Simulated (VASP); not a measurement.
Set up this calculation in VASP 6.6.1, as the native input.

```
Task                   : single point
Functional             : LDA
Potentials or basis    : VASP PAW LDA potentials, release 64 (Ga_d, Os, La)
Cutoff                 : 520 eV
k mesh                 : 4 × 4 × 4
Occupations            : methfessel-paxton, width 0.0526 eV
Spin                   : no spin polarisation
Dipole correction      : no
Further INCAR settings : ALGO = Normal; EDIFF = 1e-07; NBANDS = 64
```

The structure of LaGa2Os2 lies in POSCAR:

```
LaGa2Os2
1.0
    0.0000000000      4.2187830000      0.0000000000
    4.3110310000      0.0000000000      0.0000000000
    2.1555150000      2.1093920000    -10.7058290000
Ga Os La
4 4 2
Direct
    0.6060000000      0.3560000000      0.2880000000
    0.3940000000      0.6440000000      0.7120000000
    0.7160000000      0.4660000000      0.0680000000
    0.2840000000      0.5340000000      0.9320000000
    0.9629000000      0.7129000000      0.5742000000
    0.0371000000      0.2871000000      0.4258000000
    0.4619000000      0.2119000000      0.5762000000
    0.5381000000      0.7881000000      0.4238000000
    0.1650000000      0.9150000000      0.1700000000
    0.8350000000      0.0850000000      0.8300000000
```

One way to write it, as run:

INCAR

```
  PREC = Accurate
  ENCUT = 520
  EDIFF = 1E-7
  ISMEAR = 1
  SIGMA = 0.0526
  LREAL = False
  LASPH = True
  NELM = 100
  ALGO = Normal
  ISIF = 2
  LWAVE = False
  LCHARG = False
  GGA = CA
  NBANDS = 64
```

KPOINTS

```
Automatic mesh
0
Gamma
  4 4 4
```

Potentials or basis: VASP PAW LDA potentials, release 64 (Ga_d, Os, La).

Command:

```bash
$ cat potpaw_LDA.64/Ga_d/POTCAR potpaw_LDA.64/Os/POTCAR potpaw_LDA.64/La/POTCAR > POTCAR
$ mpirun -np 1 vasp_std > vasp.out
```

Results of the run:

```json
{
 "Pressure": "-11.7 GPa",
 "Largest force": "1.872 eV/Å",
 "Band gap on the k mesh": "zero (bands 53 and 54 overlap by 0.78 eV)"
}
```

Caveat: the k points lie up to 0.38 Å⁻¹ apart, too coarse for converged energies and pressures of a metal; spin-orbit coupling is left out, which moves the levels of the heavy elements; forces of over 1 eV/Å act on the atoms, so gaps and moduli don't describe the material at rest.

It took 5.7 min on 1 thread of Intel(R) Xeon(R) Platinum 8488C (Sapphire Rapids) (shared host), peak memory 0.36 GiB.
